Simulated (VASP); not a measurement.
Here is a VASP 6.6.1 calculation.

File INCAR:

```
  ALGO = Normal
  EDIFF = 1E-6
  ENCUT = 520
  GGA = PE
  ISIF = 2
  ISMEAR = 0
  LASPH = True
  LCHARG = False
  LREAL = False
  LWAVE = False
  NBANDS = 34
  NELM = 60
  PREC = Accurate
  SIGMA = 0.1
```

Contents of KPOINTS:

```
k-points
0
Gamma
  6 6 4
```

The input POSCAR:

```
Ga3O2
1.0
    3.0804035244      0.0000000000      0.0000000000
   -1.5402017622      2.6677077060      0.0000000000
    0.0000000000      0.0000000000      8.9230391239
Ga O
3 2
Direct
    0.0000000000      0.0000000000      0.0000000000
    0.3333333333      0.6666666667      0.7429404391
    0.6666666667      0.3333333333      0.2570595609
    0.3333333333      0.6666666667      0.3412999881
    0.6666666667      0.3333333333      0.6587000119
```

Potentials or basis: VASP PAW PBE potentials, release 64 (Ga_d, O).

Command:

```console
$ cat potpaw_PBE.64/Ga_d/POTCAR potpaw_PBE.64/O/POTCAR > POTCAR
$ mpirun -np 1 vasp_std > vasp.out
```

Task: Estimate the band gap on the k mesh.

Result: Zero (an odd number of electrons rules out a gap without spin polarisation).

Task: What does it give for the largest force?

Result: 0.067 eV/Å.

Stress tensor (GPa, compression positive):
```
0.59 0.00 0.00
0.00 0.59 0.00
0.00 0.00 0.47
```

Caveat: the k points lie up to 0.39 Å⁻¹ apart, too coarse for converged energies and pressures of a metal; an odd number of electrons without spin polarisation forces a metal; a magnetic or distorted state may lie lower.
